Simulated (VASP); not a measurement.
Input of a VASP 6.6.1 run:

Contents of INCAR:

```
PREC = Accurate
ENCUT = 520
EDIFF = 1E-6
ISMEAR = -1
SIGMA = 0.02
LREAL = F
LASPH = T
NELM = 60
ALGO = Normal
ISIF = 2
LWAVE = F
LCHARG = F
GGA = PE
NBANDS = 23
```

File KPOINTS:

```
regular mesh
0
Gamma
  6 6 4
```

File POSCAR:

```
NaScTe2
1.0
    4.3195603006      0.0000000000      0.0000000000
    0.0000000000      4.3195603006      0.0000000000
    0.0000000000      0.0000000000      5.9273095064
Na Te Sc
1 2 1
Direct
    0.0000000000      0.0000000000      0.0000000000
    0.0000000000      0.0000000000      0.5000000000
    0.5000000000      0.5000000000      0.0000000000
    0.5000000000      0.5000000000      0.5000000000
```

Potentials or basis: VASP PAW PBE potentials, release 64 (Na_pv, Te, Sc_sv).

Launch:

```console
$ cat potpaw_PBE.64/Na_pv/POTCAR potpaw_PBE.64/Te/POTCAR potpaw_PBE.64/Sc_sv/POTCAR > POTCAR
$ mpirun -np 1 vasp_std > vasp.out
```

Q: Predict the band gap on the k mesh.

A: Zero (bands 15 and 16 overlap by 0.29 eV).

Q: Predict the pressure.

A: 0.1 GPa.

Caveat: spin-orbit coupling is left out, which moves the levels of the heavy elements.
